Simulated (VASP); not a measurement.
Input of a VASP 6.6.1 run:

INCAR

```
ALGO = Normal
EDIFF = 1E-6
EDIFFG = -0.04
ENCUT = 600
GGA = PE
IBRION = 2
ISIF = 3
ISMEAR = 0
LASPH = T
LCHARG = F
LREAL = F
LWAVE = F
NELM = 60
NSW = 90
PREC = Accurate
SIGMA = 0.1
```

The input KPOINTS:

```
k-points
0
Gamma
  6 6 6
```

The input POSCAR:

```
Pd3Pt
1.0
    0.0000000000      3.0678863500      3.0678863500
    3.0678863500      0.0000000000      3.0678863500
    3.0678863500      3.0678863500      0.0000000000
Pd Pt
3 1
Direct
    0.2500000000      0.2500000000      0.2500000000
    0.7500000000      0.7500000000      0.7500000000
    0.5000000000      0.5000000000      0.5000000000
    0.0000000000      0.0000000000      0.0000000000
```

Potentials or basis: VASP PAW PBE potentials, release 64 (Pd, Pt).

Command:

```sh
$ cat potpaw_PBE.64/Pd/POTCAR potpaw_PBE.64/Pt/POTCAR > POTCAR
$ mpirun -np 1 vasp_std > vasp.out
```

Problem. What does it give for the space group after relaxing (to 0.1 Å)?

Solution. Fm-3m (No. 225).

Problem. Estimate the band gap on the k mesh.

Solution. Zero (bands 20 and 21 overlap by 0.95 eV).

Problem. What does it give for the relaxed cell?

Solution. a = 4.441 Å, b = 4.441 Å, c = 4.441 Å, α = 60.00°, β = 60.00°, γ = 60.00°.

Problem. Estimate the relaxed volume.

Solution. 15.49 Å³/atom.

Step by step:
```tsv
step	energy change (eV)	largest force (eV/Å)	pressure (GPa)	volume (Å³)
1	0.0000	0.0000	15.53	57.75
2	0.3007	0.0000	-16.29	70.26
3	-0.1872	0.0000	-0.49	62.09
4	-0.1874	0.0000	-0.07	61.94
```

Caveat: spin-orbit coupling is left out, which moves the levels of the heavy elements.
